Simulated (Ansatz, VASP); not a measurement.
## Cd2S: VASP beside Ansatz

The input INCAR:

```
SYSTEM = Cd2S
  PREC = Accurate
  ENCUT = 520
  EDIFF = 1E-7
  ISMEAR = -1
  SIGMA = 0.03
  LREAL = .False.
  LASPH = .True.
  NELM = 60
  ALGO = Normal
  ISIF = 2
  LWAVE = .False.
  LCHARG = .False.
  GGA = PE
  NBANDS = 22
```

File KPOINTS:

```
regular mesh
0
Gamma
  5 5 3
  0 0 0
```

Contents of POSCAR:

```
Cd2S
1.0
    3.9626700490      0.0000000000      0.0000000000
   -1.9813350245      3.4317729293      0.0000000000
    0.0000000000      0.0000000000      5.8091920000
Cd S
2 1
Direct
    0.3333333333      0.6666666667      0.9327170000
    0.6666666667      0.3333333333      0.5787350000
    0.3333333333      0.6666666667      0.3657050000
```

The input input.yaml:

```yaml
crystal:
  lattice:
    - [3.962670049, 0.0, 0.0]
    - [-1.9813350245, 3.4317729293, 0.0]
    - [0.0, 0.0, 5.809192]
  atoms:
    - { symbol: Cd, position: [0.3333333333, 0.6666666667, 0.932717] }
    - { symbol: Cd, position: [0.6666666667, 0.3333333333, 0.578735] }
    - { symbol: S, position: [0.3333333333, 0.6666666667, 0.365705] }
kpoints:
  mp_grid: { grid: [5, 5, 3] }
scf:
  occupations: { method: fermi_dirac, width: 0.03 }
hamiltonian:
  xc: pbe
  pseudopotentials: { kind: all_electron, lapw: { basis_error: 0.002 } }
output:
  forces: true
  stress: true
  eigenvalues: true
```

Alike in both runs: task single point; functional PBE; k mesh 5 × 5 × 3; occupations fermi-dirac, width 0.03 eV; no spin polarisation.

|  | VASP | Ansatz |
| --- | --- | --- |
| version | VASP 6.6.1 | Ansatz 0.2.0 |
| potentials or method | VASP PAW PBE potentials, release 64 (Cd, S), cutoff 520 eV | all-electron LAPW, scalar-relativistic |

|  | VASP | Ansatz | Ansatz less VASP |
| --- | --- | --- | --- |
| gap on the k mesh at the Fermi level (eV) | 1.18 | 1.18 | 0.000 |
| least direct gap on the mesh (eV) | 1.37 | 1.37 | -0.006 |
| pressure (GPa) | -0.1 | -0.4 | -0.24 |
| traceless stress, the component that is largest in VASP (GPa) | -0.17 | -0.23 | -0.065 |
| rms of the force components (eV/Å) | 0.009 | 0.017 | +0.0084 |

Atom by atom the forces differ by 0.009 eV/Å (rms over components). Ansatz ran all-electron here, and VASP with PAW potentials.
